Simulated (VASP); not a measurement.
A run of VASP 6.6.1:

Contents of INCAR:

```
ALGO = Normal
EDIFF = 1E-6
ENCUT = 520
GGA = CA
ISIF = 2
ISMEAR = -1
LASPH = True
LCHARG = False
LREAL = False
LWAVE = False
NBANDS = 13
NELM = 100
PREC = Accurate
SIGMA = 0.08
```

The input KPOINTS:

```
k-points
0
Gamma
  16 16 16
```

Contents of POSCAR:

```
W
1.0
    0.0000000000      1.8126292703      1.8126292703
    1.8126292703      0.0000000000      1.8126292703
    1.8126292703      1.8126292703      0.0000000000
W
1
Direct
    0.0000000000      0.0000000000      0.0000000000
```

Potentials or basis: VASP PAW LDA potentials, release 64 (W_sv).

Launch:

```bash
$ cat potpaw_LDA.64/W_sv/POTCAR > POTCAR
$ mpirun -np 1 vasp_std > vasp.out
```

Hardware: 1 thread of AMD EPYC 7R13, on a shared host.

**Question.** Estimate the wall time of this run.

**Answer.** It took 42 s on 1 thread of AMD EPYC 7R13 (shared host), peak memory 0.1 GiB. Counts: scf iterations 11, k points 145.
